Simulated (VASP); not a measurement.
# Bi (P1) in VASP: single point with PBE

Aim: the single point of Bi with PBE.

Everything below comes from runs of VASP 6.6.1. Logs are shortened: lines on timing, memory, paths and dates and some standing lists are left out, and cuts for length are marked.

## 1. The cell of the first run

The typed cell holds 4 atoms: a = 9.458 Å, b = 4.729 Å, c = 4.729 Å, α = 57.30°, β = 57.30°, γ = 57.30°.

## 2. Single point, PBE

Contents of INCAR:

```
SYSTEM = Bi
PREC = Accurate ; ENCUT = 520
EDIFF = 1E-6 ; ISMEAR = -1
SIGMA = 0.08 ; LREAL = .FALSE.
LASPH = .TRUE. ; NELM = 60
ALGO = Normal ; ISIF = 2
LWAVE = .FALSE. ; LCHARG = .FALSE.
GGA = PE ; NBANDS = 38
```

Contents of KPOINTS:

```
Automatic mesh
0
G
  3 5 5
  0 0 0
```

Contents of POSCAR:

```
Bi
1.0
    4.5350000000      2.6182834708      7.8760000000
   -2.2675000000      1.3091417354      3.9380000000
    0.0000000000     -2.6182834708      3.9380000000
Bi
4
Direct
    0.1120674511      0.2240749242      0.2592409101
    0.6202678077      0.2112346231      0.2483061963
    0.3923764660      0.7879101536      0.7380235573
    0.8752882453      0.7767802391      0.7544294562
```

Potentials or basis: VASP PAW PBE potentials, release 64 (Bi_d).

On the command line:

```sh
$ cat potpaw_PBE.64/Bi_d/POTCAR > POTCAR
$ mpirun -np 1 vasp_std > vasp.out
```

OUTCAR:

```text
SYSTEM = Bi
   PREC = Accurate
   ENCUT = 520
   EDIFF = 1E-6
   ISMEAR = -1
   LREAL = .FALSE.
   LASPH = .TRUE.
   NELM = 60
   ISIF = 2
   GGA = PE

 ion  position               nearest neighbor table
   1  0.112  0.224  0.259-   4 3.01   3 3.14   4 3.20   3 3.46   4 3.46   3 3.70
   2  0.620  0.211  0.248-   3 2.88   4 3.04   3 3.17   4 3.37   3 3.54   4 3.54
   3  0.392  0.788  0.738-   2 2.88   1 3.14   2 3.17   1 3.46   2 3.54   1 3.70
   4  0.875  0.777  0.754-   1 3.01   2 3.04   1 3.20   2 3.37   1 3.46   2 3.54

  LATTYP: Found a base centered monoclinic cell.
 ALAT       =     8.2998062829
 B/A-ratio  =     0.5463982948
 C/A-ratio  =     0.9463896077
 COS(beta)  =    -0.3154632026

  Lattice vectors:

 A1 = (  -2.2675000000,   1.3091417354,   3.9380000000)
 A2 = (   0.0000000000,  -2.6182834708,   3.9380000000)
 A3 = (   6.8025000000,   3.9274252062,   0.0000000000)

Analysis of symmetry for initial positions (statically):
=====================================================================
 Subroutine PRICEL returns:
 Original cell was already a primitive cell.

 Routine SETGRP: Setting up the symmetry group for a
 base centered monoclinic supercell.

 Subroutine GETGRP returns: Found  1 space group operations
 (whereof  1 operations were pure point group operations)
 out of a pool of  4 trial point group operations.

The static configuration has the point symmetry C_1 .

Analysis of symmetry for dynamics (positions and initial velocities):
=====================================================================
 Subroutine PRICEL returns:
 Original cell was already a primitive cell.

 Routine SETGRP: Setting up the symmetry group for a
 base centered monoclinic supercell.

 Subroutine GETGRP returns: Found  1 space group operations
 (whereof  1 operations were pure point group operations)
 out of a pool of  4 trial point group operations.

The dynamic configuration has the point symmetry C_1 .

 Subroutine INISYM returns: Found  1 space group operations
 (whereof  1 operations are pure point group operations),
 and found     1 'primitive' translations

----------------------------------------------------------------------------------------

                                     Primitive cell

  volume of cell :     140.2784

  direct lattice vectors                    reciprocal lattice vectors
     4.535000000  2.618283471  7.876000000     0.110253583  0.063654936  0.042322668
    -2.267500000  1.309141735  3.938000000    -0.220507166  0.127309872  0.084645336
     0.000000000 -2.618283471  3.938000000     0.000000000 -0.254619744  0.084645336

  length of vectors
     9.457960104  4.728980052  4.728980052     0.134160395  0.268320791  0.268320791

  position of ions in fractional coordinates (direct lattice)
     0.112067451  0.224074924  0.259240910
     0.620267808  0.211234623  0.248306196
     0.392376466  0.787910154  0.738023557
     0.875288245  0.776780239  0.754429456

  ion indices of the primitive-cell ions
   primitive index   ion index
                 1           1
                 2           2
                 3           3
                 4           4

----------------------------------------------------------------------------------------

 KPOINTS: Automatic mesh

Automatic generation of k-mesh.
 Grid dimensions read from file:
 generate k-points for:    3    5    5

 Generating k-lattice:

  Cartesian coordinates                     Fractional coordinates (reciprocal lattice)
     0.036751194  0.021218312  0.014107556     0.333333333 -0.000000000  0.000000000
    -0.044101433  0.025461974  0.016929067    -0.000000000  0.200000000  0.000000000
     0.000000000 -0.050923949  0.016929067     0.000000000  0.000000000  0.200000000

  Length of vectors
     0.044720132  0.053664158  0.053664158

  Shift w.r.t. Gamma in fractional coordinates (k-lattice)
     0.000000000  0.000000000  0.000000000

 Subroutine IBZKPT returns following result:
 ===========================================

 Found     38 irreducible k-points:

 Following reciprocal coordinates:
            Coordinates               Weight
  0.000000  0.000000  0.000000      1.000000
  0.333333  0.000000  0.000000      2.000000
 -0.000000  0.200000  0.000000      2.000000
  0.000000  0.000000 -0.200000      2.000000
  0.333333  0.200000  0.000000      2.000000
 -0.333333 -0.000000 -0.200000      2.000000
[... 16 lines left out ...]
  0.333333 -0.200000 -0.400000      2.000000
  0.000000 -0.400000  0.200000      2.000000
 [... further k-points ...]
   k-points           NKPTS =     38   k-points in BZ     NKDIM =     38   number of bands    NBANDS=     38
   number of dos      NEDOS =    301   number of ions     NIONS =      4
   total plane-waves  NPLWV =  90720
   dimension x,y,z NGX =    70 NGY =   36 NGZ =   36
   dimension x,y,z NGXF=   140 NGYF=   72 NGZF=   72
   ions per type =               4
   NGX,Y,Z   is equivalent  to a cutoff of  12.30, 12.66, 12.66 a.u.
   NGXF,Y,Z  is equivalent  to a cutoff of  24.61, 25.31, 25.31 a.u.
 SYSTEM =  Bi
   PREC   = accura    normal or accurate (medium, high low for compatibility)
   ISTART =      0    job   : 0-new  1-cont  2-samecut
   ICHARG =      2    charge: 1-file 2-atom 10-const
   ISPIN  =      1    spin polarized calculation?
   LNONCOLLINEAR =      F non collinear calculations
   LSORBIT =      F    spin-orbit coupling
   LASPH  =      T    aspherical Exc in radial PAW
   ENCUT  =  520.0 eV  38.22 Ry    6.18 a.u.  17.59  8.79  8.79*2*pi/ulx,y,z
   NELM   =     60;   NELMIN=  2; NELMDL= -5     # of ELM steps
   EDIFF  = 0.1E-05   stopping-criterion for ELM
   LREAL  =      F    real-space projection
   EDIFFG = 0.1E-04   stopping-criterion for IOM
   NSW    =      0    number of steps for IOM
   IBRION =     -1    ionic relax: 0-MD 1-quasi-New 2-CG
   NFREE  =      0    steps in history (QN), initial steepest desc. (CG)
   ISIF   =      2    stress and relaxation
   ISYM   =      2    0-nonsym 1-usesym 2-fastsym
   POTIM  = 0.5000    time-step for ionic-motion
   TEBEG  =    0.0;   TEEND  =   0.0 temperature during run
   PSTRESS=    0.0 pullay stress
   NELECT =      60.0000    total number of electrons
   NUPDOWN=      -1.0000    fix difference up-down
   EMIN   =  10.00;   EMAX   =-10.00  energy-range for DOS
   EFERMI =   0.00;   METHOD = LEGACY
   ISMEAR =    -1;   SIGMA  =   0.08  broadening in eV -4-tet -1-fermi 0-gaus
   EFERMI_NEDOS =   21; number of points for ismear=-14 and -15
   IALGO  =     38    algorithm
   IMIX   =      4    mixing-type and parameters
     AMIX     =   0.40;   BMIX     =  1.00
     AMIX_MAG =   1.60;   BMIX_MAG =  1.00
  volume/ion in A,a.u.               =      35.07       236.66
  Fermi-wavevector in a.u.,A,eV,Ry     =   1.233469  2.330919 20.700530  1.521446
  Thomas-Fermi vector in A             =   2.368198
   LORBIT       =      0    0 simple, 1 ext, 2 COOP (PROOUT), +10 PAW based schemes
   GGA     = PE    functional components
   LHFCALC =     F    Hartree Fock is set to
   AEXX    =    0.0000 exact exchange contribution
   IVDW    =     0    specifies the selected vdW correction
   LEPSILON=     F    determine dielectric tensor
   LRPA    =     F    only Hartree local field effects (RPA)
 non-spin polarized calculation
  energy-cutoff  :      520.00
  volume of cell :      140.28
 maximum number of plane-waves:      3804
 NGX is ok and might be reduce to    70
   NGX = 35   NGY = 17   NGZ = 17

 number of electron      59.9999999 magnetization

 Free energy of the ion-electron system (eV)
  ---------------------------------------------------
  ext. energy  EPLUGINS =         0.00000000
  ---------------------------------------------------
  free energy    TOTEN  =       -15.39856627 eV

  energy without entropy =      -15.37864140  energy(sigma->0) =      -15.38860384

 E-fermi :   6.4442     XC(G=0):  -9.5440

 val. band max:        6.3749683287   @ k =   0.0000  -0.4000   0.4000
 cond. band min:       6.4610093213   @ k =  -0.3333  -0.2000  -0.4000
 fundamental gap:      0.0860409926
 Fermi energy:         6.4441675593

 k-point     1 :       0.0000    0.0000    0.0000
  band No.  band energies     occupation
      1     -16.6384      2.00000
      2     -16.5560      2.00000
      3     -16.4857      2.00000
      4     -16.4417      2.00000
      5     -16.4380      2.00000
      6     -16.4085      2.00000
[... 30 lines left out ...]
     37      11.9468      0.00000
     38      12.1116      0.00000

 k-point     2 :       0.3333    0.0000    0.0000
  band No.  band energies     occupation
      1     -16.6276      2.00000
      2     -16.5420      2.00000
      3     -16.5072      2.00000
      4     -16.4586      2.00000
      5     -16.4335      2.00000
      6     -16.4199      2.00000
[... 30 lines left out ...]
     37      11.3877      0.00000
     38      12.0250      0.00000

 k-point     3 :      -0.0000    0.2000    0.0000
  band No.  band energies     occupation
      1     -16.6163      2.00000
      2     -16.5316      2.00000
      3     -16.4828      2.00000
      4     -16.4448      2.00000
      5     -16.4279      2.00000
      6     -16.4191      2.00000
[... 30 lines left out ...]
     37      11.4372      0.00000
     38      11.8703      0.00000

 k-point     4 :       0.0000    0.0000   -0.2000
  band No.  band energies     occupation
      1     -16.6195      2.00000
      2     -16.5389      2.00000
      3     -16.5020      2.00000
      4     -16.4262      2.00000
      5     -16.4191      2.00000
      6     -16.3978      2.00000
[... 30 lines left out ...]
     37      11.4233      0.00000
     38      11.7651      0.00000
[... 703 lines left out ...]
      4     -16.4248      2.00000
      5     -16.4115      2.00000
      6     -16.4050      2.00000
[... 30 lines left out ...]
     37      11.1314      0.00000
     38      11.7375      0.00000

 k-point    23 :       0.3333   -0.2000   -0.4000
  band No.  band energies     occupation
      1     -16.6173      2.00000
      2     -16.5298      2.00000
      3     -16.4465      2.00000
      4     -16.4337      2.00000
      5     -16.4169      2.00000
      6     -16.3831      2.00000
[... 30 lines left out ...]
     37      11.2840      0.00000
     38      12.0621      0.00000

 k-point    24 :       0.0000   -0.4000    0.2000
  band No.  band energies     occupation
      1     -16.5802      2.00000
      2     -16.5129      2.00000
      3     -16.4665      2.00000
      4     -16.4123      2.00000
      5     -16.4081      2.00000
      6     -16.3959      2.00000
[... 30 lines left out ...]
     37      12.3168      0.00000
     38      12.9486      0.00000

 [... further k-points ...]
[... 5 lines left out ...]
  --------------------------------------------------------------------------------------
  -------------------------------------------------------------------------------------
  Total        1.0321063      3.4925952      2.0371897      0.2959423      1.7809861     -0.8817288
  in kB       11.7881074     39.8903560     23.2675758      3.3800775     20.3413697    -10.0705850
  external PRESSURE =      24.9820130 kB  Pullay stress =       0.0000000 kB

 VOLUME and BASIS-vectors are now :
 -----------------------------------------------------------------------------
  energy-cutoff  :      520.00
  volume of cell :      140.28
      direct lattice vectors                 reciprocal lattice vectors
     4.535000000  2.618283471  7.876000000     0.110253583  0.063654936  0.042322668
    -2.267500000  1.309141735  3.938000000    -0.220507166  0.127309872  0.084645336
     0.000000000 -2.618283471  3.938000000     0.000000000 -0.254619744  0.084645336

 POSITION                                       TOTAL-FORCE (eV/Angst)
 -----------------------------------------------------------------------------------
      0.00014     -0.09200      2.78594         0.089066      0.263592      0.008991
      2.33394      1.25044      6.69490        -0.260509      0.610726      0.607732
     -0.00716      0.12648      9.09948        -0.186707     -0.907310     -0.598102
      2.20808      1.33336     12.92367         0.358150      0.032993     -0.018620
 -----------------------------------------------------------------------------------
    total drift:                                0.000414      0.000181     -0.000339

  FREE ENERGIE OF THE ION-ELECTRON SYSTEM (eV)
  ---------------------------------------------------
  free  energy   TOTEN  =       -15.3985662717 eV

  energy  without entropy=      -15.3786413993  energy(sigma->0) =      -15.38860384
```

Run time: 3.4 min. Hardware: 1 thread of Intel Xeon 8259CL, shared host; peak memory 0.36 GiB.

Results:

```yaml
Free_energy: -15.3986 eV
Pressure: 2.5 GPa
Largest_force: 1.103 eV/Å
Band_gap_on_the_k_mesh: zero (bands 30 and 31 overlap by 0.26 eV)
```

Forces on the atoms (eV/Å):
```
Bi   0.089  0.264  0.009
Bi  -0.261  0.611  0.608
Bi  -0.187 -0.907 -0.598
Bi   0.358  0.033 -0.019
```

Levels at points of the mesh, in eV from the Fermi level:
```csv
k point,band 27,band 28,band 29,band 30,band 31,band 32,band 33,band 34
"(0.00, 0.00, 0.00)",-1.33,-1.24,-1.08,-0.45,-0.24,0.45,1.10,2.41
```

Caveat: spin-orbit coupling is left out, which moves the levels of the heavy elements; forces of over 1 eV/Å act on the atoms, so gaps and moduli don't describe the material at rest.
